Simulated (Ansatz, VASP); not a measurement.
**One calculation of Zr, two programs**

INCAR

```
PREC = Accurate
ENCUT = 520
EDIFF = 1E-6
ISMEAR = 0
SIGMA = 0.15
LREAL = F
LASPH = T
NELM = 60
ALGO = Fast
ISIF = 2
LWAVE = F
LCHARG = F
GGA = CA
NBANDS = 12
```

File KPOINTS:

```
Automatic mesh
0
Gamma
  18 18 18
```

The input POSCAR:

```
Zr
1.0
    0.0000000000      2.4241250000      2.2550000000
    2.2550000000      0.0000000000      2.2550000000
    2.2550000000      2.4241250000      0.0000000000
Zr
1
Direct
    0.0000000000      0.0000000000      0.0000000000
```

Input for Ansatz:

```yaml
crystal:
  lattice:
    - [0.0, 2.424125, 2.255]
    - [2.255, 0.0, 2.255]
    - [2.255, 2.424125, 0.0]
  atoms:
    - { symbol: Zr, position: [0.0, 0.0, 0.0] }
basis:
  ecutwfc: 420
kpoints:
  mp_grid: { grid: [18, 18, 18] }
hamiltonian:
  xc: lda
scf:
  occupations: { method: gaussian, width: 0.15 }
output:
  forces: true
  stress: true
  eigenvalues: true
```

Change from the starting cell: strain +0.0750 x Voigt [0, 1, 0, 0, 0, 0], atoms carried along.

Alike in both runs: task single point; functional LDA; k mesh 18 × 18 × 18; occupations gaussian, width 0.15 eV; no spin polarisation.

|  | VASP | Ansatz |
| --- | --- | --- |
| version | VASP 6.6.1 | Ansatz 0.2.0 |
| potentials or method | VASP PAW LDA potentials, release 64 (Zr_sv), cutoff 520 eV | scalar-relativistic, plane waves, PAW |
| valence electrons in the cell | 12 | 12 |

```csv
,VASP,Ansatz,Ansatz less VASP
gap on the k mesh at the Fermi level (eV),none,none,-
pressure (GPa),-10.9,-10.9,0.00
"traceless stress, the component that is largest in VASP (GPa)",-1.39,-1.41,-0.022
```

LDA's correlation is that of Perdew and Zunger in VASP and of Perdew and Wang (1992) in Ansatz. A gap of «none» marks a metal or a gap that the smearing closes.
